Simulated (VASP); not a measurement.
Wanted: the native input for a VASP 6.6.1 run.

| Quantity | Value |
| --- | --- |
| Task | single point |
| Functional | LDA |
| Potentials or basis | VASP PAW LDA potentials, release 64 (V_sv) |
| Cutoff | 520 eV |
| k mesh | 8 × 9 × 10 |
| Occupations | fermi-dirac, width 0.1 eV |
| Spin | collinear spin, ferromagnetic start |
| Starting moments | [2.0] μB |
| Dipole correction | no |
| Further INCAR settings | ALGO = Normal; EDIFF = 1e-07; NBANDS = 16 |

The structure of V lies in POSCAR:

```
V
1.0
   -1.3777151500      1.6411906100      1.6479345300
    1.5049757200     -1.4912590400      1.6252635300
    1.2725458600      1.3860897500     -1.4980029600
V
1
Direct
    0.0000000000      0.0000000000      0.0000000000
```

One way to write it, as run:

INCAR

```
SYSTEM = V
PREC = Accurate
ENCUT = 520
EDIFF = 1E-7
ISMEAR = -1
SIGMA = 0.1
LREAL = .FALSE.
LASPH = .TRUE.
NELM = 150
ALGO = Normal
ISIF = 2
LWAVE = .FALSE.
LCHARG = .FALSE.
ISPIN = 2
MAGMOM = 2
LORBIT = 11
LMAXMIX = 4
NBANDS = 16
```

KPOINTS

```
regular mesh
0
G
  8 9 10
  0 0 0
```

Potentials or basis: VASP PAW LDA potentials, release 64 (V_sv).

The run is started by

```console
$ cat potpaw_LDA.64/V_sv/POTCAR > POTCAR
$ mpirun -np 1 vasp_std > vasp.out
```

Results of the run:

```json
{
 "Pressure": "-13.3 GPa",
 "Net moment": "0.00 μB per cell",
 "Valence electrons inside the program's atomic spheres": "V 11.68"
}
```

Caveat: the stress differs along the axes, from -21 to -5 GPa; the moments typed at the start vanished in this run.

It took 2.6 min on 1 thread of Intel Xeon 8259CL (shared host), peak memory 0.21 GiB.
